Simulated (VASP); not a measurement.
# CsCl (Pm-3m) in VASP: notebook

Aim: see how the results for CsCl move with the level of theory and the settings. Levels: PBE-based screened hybrid with 15 % exact exchange, PBE-based screened hybrid with 100 % exact exchange. Tasks: single point.

Program: VASP 6.6.1. These are calculated values, not measurements. Logs are shortened: lines on timing, memory, paths and dates and some standing lists are left out, and cuts for length are marked.

## 1. The cell of the first run

The structure is cubic, space group Pm-3m (No. 221). Conventional cell: a = 4.137 Å, b = 4.137 Å, c = 4.137 Å, α = 90.00°, β = 90.00°, γ = 90.00°. Within 4.7 Å of Cs (site symmetry m-3m) lie 8 Cl at 3.58 Å and 6 Cs at 4.14 Å. Within 4.7 Å of Cl (site symmetry m-3m) lie 8 Cs at 3.58 Å and 6 Cl at 4.14 Å.

## 2. Single point, PBE-based screened hybrid with 15 % exact exchange

File POSCAR:

```
CsCl
1.0
    4.1368324570      0.0000000000      0.0000000000
    0.0000000000      4.1368324570      0.0000000000
    0.0000000000      0.0000000000      4.1368324570
Cs Cl
1 1
Direct
    0.0000000000      0.0000000000      0.0000000000
    0.5000000000      0.5000000000      0.5000000000
```

File INCAR.step1:

```
SYSTEM = CsCl
ALGO = Normal
EDIFF = 1E-5
ENCUT = 400
GGA = PE
GGA_COMPAT = .False.
ISIF = 2
ISMEAR = 0
LASPH = .True.
LCHARG = .False.
LREAL = .False.
LWAVE = .True.
NBANDS = 15
NELM = 120
PREC = Accurate
SIGMA = 0.01
```

File INCAR.step2:

```
SYSTEM = CsCl
AEXX = 0.15
ALGO = Normal
EDIFF = 1E-6
ENCUT = 400
GGA = PE
GGA_COMPAT = .False.
HFSCREEN = 0.1
ISIF = 2
ISMEAR = 0
ISTART = 1
LASPH = .True.
LCHARG = .False.
LHFCALC = .True.
LREAL = .False.
LWAVE = .False.
NBANDS = 15
NELM = 120
PREC = Accurate
PRECFOCK = Normal
SIGMA = 0.01
```

File KPOINTS:

```
k-points
0
Gamma
  4 4 4
  0 0 0
```

Potentials or basis: VASP PAW PBE potentials, release 64 (Cs_sv, Cl).

On the command line:

```sh
$ cat potpaw_PBE.64/Cs_sv/POTCAR potpaw_PBE.64/Cl/POTCAR > POTCAR
$ cp INCAR.step1 INCAR
$ mpirun -np 1 vasp_std > vasp.out
$ cp INCAR.step2 INCAR
$ mpirun -np 1 vasp_std > vasp.out
```

OUTCAR:

```text
SYSTEM = CsCl
   AEXX = 0.15
   EDIFF = 1E-6
   ENCUT = 400
   GGA = PE
   HFSCREEN = 0.1
   ISIF = 2
   ISMEAR = 0
   ISTART = 1
   LASPH = .True.
   LHFCALC = .True.
   LREAL = .False.
   NELM = 120
   PREC = Accurate
   PRECFOCK = Normal

 ion  position               nearest neighbor table
   1  0.000  0.000  0.000-
   2  0.500  0.500  0.500-

  LATTYP: Found a simple cubic cell.
 ALAT       =     4.1368324570

  Lattice vectors:

 A1 = (   4.1368324570,   0.0000000000,   0.0000000000)
 A2 = (   0.0000000000,   4.1368324570,   0.0000000000)
 A3 = (   0.0000000000,   0.0000000000,   4.1368324570)

Analysis of symmetry for initial positions (statically):
=====================================================================
 Subroutine PRICEL returns:
 Original cell was already a primitive cell.

 Routine SETGRP: Setting up the symmetry group for a
 simple cubic supercell.

 Subroutine GETGRP returns: Found 48 space group operations
 (whereof 48 operations were pure point group operations)
 out of a pool of 48 trial point group operations.

The static configuration has the point symmetry O_h .

Analysis of symmetry for dynamics (positions and initial velocities):
=====================================================================
 Subroutine PRICEL returns:
 Original cell was already a primitive cell.

 Routine SETGRP: Setting up the symmetry group for a
 simple cubic supercell.

 Subroutine GETGRP returns: Found 48 space group operations
 (whereof 48 operations were pure point group operations)
 out of a pool of 48 trial point group operations.

The dynamic configuration has the point symmetry O_h .

 Subroutine INISYM returns: Found 48 space group operations
 (whereof 48 operations are pure point group operations),
 and found     1 'primitive' translations

----------------------------------------------------------------------------------------

                                     Primitive cell

  volume of cell :      70.7952

  direct lattice vectors                    reciprocal lattice vectors
     4.136832457  0.000000000  0.000000000     0.241730844  0.000000000  0.000000000
     0.000000000  4.136832457  0.000000000     0.000000000  0.241730844  0.000000000
     0.000000000  0.000000000  4.136832457     0.000000000  0.000000000  0.241730844

  length of vectors
     4.136832457  4.136832457  4.136832457     0.241730844  0.241730844  0.241730844

  position of ions in fractional coordinates (direct lattice)
     0.000000000  0.000000000  0.000000000
     0.500000000  0.500000000  0.500000000

  ion indices of the primitive-cell ions
   primitive index   ion index
                 1           1
                 2           2

----------------------------------------------------------------------------------------

 KPOINTS: k-points

Automatic generation of k-mesh.
 Grid dimensions read from file:
 generate k-points for:    4    4    4

 Generating k-lattice:

  Cartesian coordinates                     Fractional coordinates (reciprocal lattice)
     0.060432711  0.000000000  0.000000000     0.250000000  0.000000000  0.000000000
     0.000000000  0.060432711  0.000000000     0.000000000  0.250000000  0.000000000
     0.000000000  0.000000000  0.060432711     0.000000000  0.000000000  0.250000000

  Length of vectors
     0.060432711  0.060432711  0.060432711

  Shift w.r.t. Gamma in fractional coordinates (k-lattice)
     0.000000000  0.000000000  0.000000000

 Subroutine IBZKPT returns following result:
 ===========================================

 Found     10 irreducible k-points:

 Following reciprocal coordinates:
            Coordinates               Weight
  0.000000  0.000000  0.000000      1.000000
  0.250000  0.000000  0.000000      6.000000
  0.500000  0.000000  0.000000      3.000000
  0.250000  0.250000  0.000000     12.000000
  0.500000  0.250000  0.000000     12.000000
  0.500000  0.500000  0.000000      3.000000
  0.250000  0.250000  0.250000      8.000000
  0.500000  0.250000  0.250000     12.000000
  0.500000  0.500000  0.250000      6.000000
  0.500000  0.500000  0.500000      1.000000
   k-points           NKPTS =     10   k-points in BZ     NKDIM =     64   number of bands    NBANDS=     15
   number of dos      NEDOS =    301   number of ions     NIONS =      2
   total plane-waves  NPLWV =  21952
   dimension x,y,z NGX =    28 NGY =   28 NGZ =   28
   dimension x,y,z NGXF=    56 NGYF=   56 NGZF=   56
   ions per type =               1   1
   NGX,Y,Z   is equivalent  to a cutoff of  11.25, 11.25, 11.25 a.u.
   NGXF,Y,Z  is equivalent  to a cutoff of  22.50, 22.50, 22.50 a.u.
 SYSTEM =  CsCl
   PREC   = accura    normal or accurate (medium, high low for compatibility)
   ISTART =      1    job   : 0-new  1-cont  2-samecut
   ICHARG =      0    charge: 1-file 2-atom 10-const
   ISPIN  =      1    spin polarized calculation?
   LNONCOLLINEAR =      F non collinear calculations
   LSORBIT =      F    spin-orbit coupling
   LASPH  =      T    aspherical Exc in radial PAW
   ENCUT  =  400.0 eV  29.40 Ry    5.42 a.u.   6.75  6.75  6.75*2*pi/ulx,y,z
   NELM   =    120;   NELMIN=  2; NELMDL=  0     # of ELM steps
   EDIFF  = 0.1E-05   stopping-criterion for ELM
   LREAL  =      F    real-space projection
   EDIFFG = 0.1E-04   stopping-criterion for IOM
   NSW    =      0    number of steps for IOM
   IBRION =     -1    ionic relax: 0-MD 1-quasi-New 2-CG
   NFREE  =      0    steps in history (QN), initial steepest desc. (CG)
   ISIF   =      2    stress and relaxation
   ISYM   =      3    0-nonsym 1-usesym 2-fastsym
   POTIM  = 0.5000    time-step for ionic-motion
   TEBEG  =    0.0;   TEEND  =   0.0 temperature during run
   PSTRESS=    0.0 pullay stress
   NELECT =      16.0000    total number of electrons
   NUPDOWN=      -1.0000    fix difference up-down
   EMIN   =  10.00;   EMAX   =-10.00  energy-range for DOS
   EFERMI =   0.00;   METHOD = LEGACY
   ISMEAR =     0;   SIGMA  =   0.01  broadening in eV -4-tet -1-fermi 0-gaus
   EFERMI_NEDOS =   21; number of points for ismear=-14 and -15
   IALGO  =     38    algorithm
   IMIX   =      1    mixing-type and parameters
     AMIX     =   0.40;   BMIX     =  1.00
     AMIX_MAG =   1.60;   BMIX_MAG =  1.00
  volume/ion in A,a.u.               =      35.40       238.87
  Fermi-wavevector in a.u.,A,eV,Ry     =   0.997195  1.884426 13.529613  0.994398
  Thomas-Fermi vector in A             =   2.129335
   LORBIT       =      0    0 simple, 1 ext, 2 COOP (PROOUT), +10 PAW based schemes
   GGA     = PE    functional components
   LHFCALC =     T    Hartree Fock is set to
   PRECFOCK=normal    Normal, Fast or Accurate (Low or Medium for compatibility)
   ENCUT4O =  -1.0   cutoff for four orbital integrals eV
   NKREDX  =     1    reduce k-point grid by
   NKREDY  =     1    reduce k-point grid by
   NKREDZ  =     1    reduce k-point grid by
   AEXX    =    0.1500 exact exchange contribution
   HFSCREEN=    0.1000 screening length (either q_TF or 0.3 A-1)
   HFSCREENC=   0.1000 screening length for correlation (either q_TF or 0.3 A-1)
   ENCUTFOCK=  -1.0 apply spherical cutoff to Coloumb kernel
   IVDW    =     0    specifies the selected vdW correction
   LEPSILON=     F    determine dielectric tensor
   LRPA    =     F    only Hartree local field effects (RPA)
 non-spin polarized calculation
 Gauss-broadening in eV      SIGMA  =   0.01
  energy-cutoff  :      400.00
  volume of cell :       70.80
 maximum number of plane-waves:      1328
 NGX is ok and might be reduce to    28
  NGX = 24; NGY = 24; NGZ = 24

 number of electron      16.0000002 magnetization

 Free energy of the ion-electron system (eV)
  ---------------------------------------------------
  ext. energy  EPLUGINS =         0.00000000
  ---------------------------------------------------
  free energy    TOTEN  =        -7.32875199 eV

  energy without entropy =       -7.32875199  energy(sigma->0) =       -7.32875199

 E-fermi :  -1.0037     XC(G=0):  -7.2836

 val. band max:       -1.0562670180   @ k =   0.0000   0.0000   0.0000
 cond. band min:       5.1525513729   @ k =   0.0000   0.0000   0.0000
 fundamental gap:      6.2088183910
 Fermi energy:        -1.0037085562

 k-point     1 :       0.0000    0.0000    0.0000
  band No.  band energies     occupation
      1     -21.1988      2.00000
      2     -13.9322      2.00000
      3      -7.0714      2.00000
      4      -7.0714      2.00000
      5      -7.0714      2.00000
      6      -1.0563      2.00000
      7      -1.0563      2.00000
      8      -1.0563      2.00000
      9       5.1526      0.00000
     10       5.3297      0.00000
     11       5.3297      0.00000
     12      10.1048      0.00000
     13      10.1048      0.00000
     14      10.1048      0.00000
     15      13.2807      0.00000

 k-point     2 :       0.2500    0.0000    0.0000
  band No.  band energies     occupation
      1     -21.1568      2.00000
      2     -13.9515      2.00000
      3      -7.3558      2.00000
      4      -6.9991      2.00000
      5      -6.9991      2.00000
      6      -1.7110      2.00000
      7      -1.1722      2.00000
      8      -1.1722      2.00000
      9       5.7424      0.00000
     10       6.3337      0.00000
     11       6.7964      0.00000
     12       9.7206      0.00000
     13       9.7206      0.00000
     14      10.4526      0.00000
     15      10.8529      0.00000
[... 113 lines left out ...]
      3      -7.7372      2.00000
      4      -7.7372      2.00000
      5      -7.2401      2.00000
      6      -1.8372      2.00000
      7      -1.8372      2.00000
      8      -1.6930      2.00000
      9       7.1904      0.00000
     10       7.5866      0.00000
     11       8.1592      0.00000
     12       8.1592      0.00000
     13      11.2783      0.00000
     14      11.2783      0.00000
     15      12.4838      0.00000

 k-point    10 :       0.5000    0.5000    0.5000
  band No.  band energies     occupation
      1     -20.9750      2.00000
      2     -13.7604      2.00000
      3      -7.6051      2.00000
      4      -7.6051      2.00000
      5      -7.6051      2.00000
      6      -2.1736      2.00000
      7      -2.1736      2.00000
      8      -2.1736      2.00000
      9       8.5059      0.00000
     10       8.5059      0.00000
     11       8.5059      0.00000
     12      10.4886      0.00000
     13      10.4886      0.00000
     14      10.4886      0.00000
     15      12.6034      0.00000

------------------------ aborting loop because EDIFF is reached ----------------------------------------

  FORCE on cell =-STRESS in cart. coord.  units (eV):
  Direction    XX          YY          ZZ          XY          YZ          ZX
  --------------------------------------------------------------------------------------
  -------------------------------------------------------------------------------------
  Total        0.2526641      0.2526641      0.2526641      0.0000000      0.0000000      0.0000000
  in kB        5.7180802      5.7180802      5.7180802      0.0000000      0.0000000      0.0000000
  external PRESSURE =       5.7180802 kB  Pullay stress =       0.0000000 kB

 VOLUME and BASIS-vectors are now :
 -----------------------------------------------------------------------------
  energy-cutoff  :      400.00
  volume of cell :       70.80
      direct lattice vectors                 reciprocal lattice vectors
     4.136832457  0.000000000  0.000000000     0.241730844  0.000000000  0.000000000
     0.000000000  4.136832457  0.000000000     0.000000000  0.241730844  0.000000000
     0.000000000  0.000000000  4.136832457     0.000000000  0.000000000  0.241730844

 POSITION                                       TOTAL-FORCE (eV/Angst)
 -----------------------------------------------------------------------------------
      0.00000      0.00000      0.00000         0.000000      0.000000      0.000000
      2.06842      2.06842      2.06842         0.000000      0.000000      0.000000
 -----------------------------------------------------------------------------------
    total drift:                                0.000000      0.000000      0.000000

  FREE ENERGIE OF THE ION-ELECTRON SYSTEM (eV)
  ---------------------------------------------------
  free  energy   TOTEN  =        -7.3287519939 eV

  energy  without entropy=       -7.3287519939  energy(sigma->0) =       -7.32875199
```

Wall time 4.7 min (1 thread of AMD EPYC 7R13 (Zen 3), shared host); peak memory 0.23 GiB.

Results:

```
Free energy            : -7.3288 eV
Pressure               : 0.6 GPa
Band gap on the k mesh : 6.21 eV
```

Levels at points of the mesh, in eV from the valence-band top:
| k point | band 4 | band 5 | band 6 | band 7 | band 8 | band 9 | band 10 | band 11 | band 12 | band 13 |
| --- | --- | --- | --- | --- | --- | --- | --- | --- | --- | --- |
| (0.00, 0.00, 0.00) | -6.02 | -6.02 | 0.00 | 0.00 | 0.00 | 6.21 | 6.39 | 6.39 | 11.16 | 11.16 |
| (0.50, 0.00, 0.00) | -5.87 | -5.87 | -1.19 | -0.24 | -0.24 | 7.44 | 8.63 | 9.87 | 10.29 | 10.61 |
| (0.50, 0.50, 0.00) | -6.80 | -5.78 | -0.44 | -0.44 | -0.06 | 6.94 | 7.02 | 9.04 | 9.04 | 13.00 |
| (0.50, 0.50, 0.50) | -6.55 | -6.55 | -1.12 | -1.12 | -1.12 | 9.56 | 9.56 | 9.56 | 11.54 | 11.54 |

Caveat: the PAW data sets were made with another functional, which shifts forces and pressure a little; spin-orbit coupling is left out, which moves the levels of the heavy elements.

## 3. Single point, PBE-based screened hybrid with 100 % exact exchange

POSCAR is that of step 2.

File INCAR.step1:

```
PREC     = Accurate       # precision mode
ENCUT    = 400            # plane-wave cutoff, eV
EDIFF    = 1E-5           # SCF threshold, eV
ISMEAR   = 0              # smearing method
SIGMA    = 0.01           # smearing width, eV
LREAL    = False          # projectors in reciprocal space
LASPH    = True           # aspherical terms in the spheres
NELM     = 120            # most SCF steps
ALGO     = Normal         # electronic algorithm
ISIF     = 2              # what is computed and relaxed
LWAVE    = True           # write WAVECAR
LCHARG   = False          # write CHGCAR
GGA      = PE             # functional
NBANDS   = 15             # bands
GGA_COMPAT= False
```

File INCAR.step2:

```
PREC     = Accurate       # precision mode
ENCUT    = 400            # plane-wave cutoff, eV
EDIFF    = 1E-6           # SCF threshold, eV
ISMEAR   = 0              # smearing method
SIGMA    = 0.01           # smearing width, eV
LREAL    = False          # projectors in reciprocal space
LASPH    = True           # aspherical terms in the spheres
NELM     = 120            # most SCF steps
ALGO     = Normal         # electronic algorithm
ISIF     = 2              # what is computed and relaxed
LWAVE    = False          # write WAVECAR
LCHARG   = False          # write CHGCAR
GGA      = PE             # functional
LHFCALC  = True           # exact exchange
AEXX     = 1.0            # exact-exchange fraction
HFSCREEN = 0.2078         # screening, 1/A
PRECFOCK = Normal       
ISTART   = 1            
NBANDS   = 15             # bands
ALDAC    = 1.0          
AGGAC    = 1.0          
GGA_COMPAT= False
```

File KPOINTS:

```
Automatic mesh
0
Gamma
  4 4 4
```

Potentials or basis: VASP PAW PBE potentials, release 64 (Cs_sv, Cl).

On the command line:

```sh
$ cat potpaw_PBE.64/Cs_sv/POTCAR potpaw_PBE.64/Cl/POTCAR > POTCAR
$ cp INCAR.step1 INCAR
$ mpirun -np 1 vasp_std > vasp.out
$ cp INCAR.step2 INCAR
$ mpirun -np 1 vasp_std > vasp.out
```

It took 9.5 min on 1 thread of AMD EPYC 7R13 (Zen 3), shared host; peak memory 0.23 GiB.

The run converged. Its results:

| Property | Result |
| --- | --- |
| Free energy | -11.4521 eV |
| Pressure | -0.8 GPa |
| Band gap on the k mesh | 10.65 eV |

Levels at points of the mesh, in eV from the valence-band top:
| k point | band 5 | band 6 | band 7 | band 8 | band 9 | band 10 | band 11 | band 12 |
| --- | --- | --- | --- | --- | --- | --- | --- | --- |
| (0.00, 0.00, 0.00) | -6.50 | 0.00 | 0.00 | 0.00 | 10.65 | 10.65 | 10.65 | 16.35 |
| (0.50, 0.00, 0.00) | -6.29 | -1.33 | -0.28 | -0.28 | 11.94 | 13.30 | 14.47 | 14.74 |
| (0.50, 0.50, 0.00) | -6.20 | -0.51 | -0.51 | -0.10 | 11.33 | 11.44 | 13.76 | 13.76 |
| (0.50, 0.50, 0.50) | -7.07 | -1.27 | -1.27 | -1.27 | 14.43 | 14.43 | 14.43 | 16.25 |

Caveat: the PAW data sets were made with another functional, which shifts forces and pressure a little; spin-orbit coupling is left out, which moves the levels of the heavy elements. A k mesh can miss the band edges.
